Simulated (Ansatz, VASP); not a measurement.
**MoS2: VASP beside Ansatz**

INCAR

```
ALGO     = Normal         # electronic algorithm
EDIFF    = 1E-6           # SCF threshold, eV
ENCUT    = 520            # plane-wave cutoff, eV
GGA      = PS             # functional
ISIF     = 2              # what is computed and relaxed
ISMEAR   = 0              # smearing method
LASPH    = T              # aspherical terms in the spheres
LCHARG   = F              # write CHGCAR
LREAL    = F              # projectors in reciprocal space
LWAVE    = F              # write WAVECAR
NBANDS   = 49             # bands
NELM     = 100            # most SCF steps
PREC     = Accurate       # precision mode
SIGMA    = 0.05           # smearing width, eV
```

File KPOINTS:

```
k-points
0
Gamma
  12 12 1
```

File POSCAR:

```
MoS2
1.0
    3.1407285108      0.0000000000      0.0000000000
   -1.5703642554      2.7199506767      0.0713987053
    0.0000000000      0.7353650455     28.0139064959
Mo S
3 6
Direct
    0.6666666667      0.3333333333      0.0000000000
    0.3333333333      0.6666666667      0.7755311770
    0.3333333333      0.6666666667      0.2244688230
    0.3333333333      0.6666666667      0.0556609006
    0.6666666667      0.3333333333      0.8311968859
    0.6666666667      0.3333333333      0.2800842459
    0.3333333333      0.6666666667      0.9443390994
    0.6666666667      0.3333333333      0.7199157541
    0.6666666667      0.3333333333      0.1688031141
```

Input for Ansatz:

```yaml
crystal:
  lattice:
    - [3.1407285108, 0.0, 0.0]
    - [-1.5703642554, 2.7199506767, 0.0713987053]
    - [0.0, 0.7353650455, 28.0139064959]
  atoms:
    - { symbol: Mo, position: [0.6666666667, 0.3333333333, 0.0] }
    - { symbol: Mo, position: [0.3333333333, 0.6666666667, 0.775531177] }
    - { symbol: Mo, position: [0.3333333333, 0.6666666667, 0.224468823] }
    - { symbol: S, position: [0.3333333333, 0.6666666667, 0.0556609006] }
    - { symbol: S, position: [0.6666666667, 0.3333333333, 0.8311968859] }
    - { symbol: S, position: [0.6666666667, 0.3333333333, 0.2800842459] }
    - { symbol: S, position: [0.3333333333, 0.6666666667, 0.9443390994] }
    - { symbol: S, position: [0.6666666667, 0.3333333333, 0.7199157541] }
    - { symbol: S, position: [0.6666666667, 0.3333333333, 0.1688031141] }
basis:
  ecutwfc: 420
kpoints:
  mp_grid: { grid: [12, 12, 1] }
hamiltonian:
  xc: pbesol
scf:
  occupations: { method: gaussian, width: 0.05 }
output:
  forces: true
  stress: true
  eigenvalues: true
```

Change from the starting cell: strain +0.0525 x Voigt [0, 0, 0, 1, 0, 0], atoms carried along.

Alike in both runs: task single point; functional PBEsol; k mesh 12 × 12 × 1; occupations gaussian, width 0.05 eV; no spin polarisation.

|  | VASP | Ansatz |
| --- | --- | --- |
| version | VASP 6.6.1 | Ansatz 0.2.0 |
| potentials or method | VASP PAW PBE potentials, release 64 (Mo_sv, S), cutoff 520 eV | scalar-relativistic, plane waves, PAW |
| valence electrons in the cell | 78 | 78 |

|  | VASP | Ansatz | Ansatz less VASP |
| --- | --- | --- | --- |
| gap on the k mesh at the Fermi level (eV) | 1.18 | 1.17 | -0.014 |
| least direct gap on the mesh (eV) | 1.75 | 1.74 | -0.005 |
| rms of the force components (eV/Å) | 0.371 | 0.371 | +0.0005 |

VASP's potentials were made for PBE, not for PBEsol. Atom by atom the forces differ by 0.001 eV/Å (rms over components).
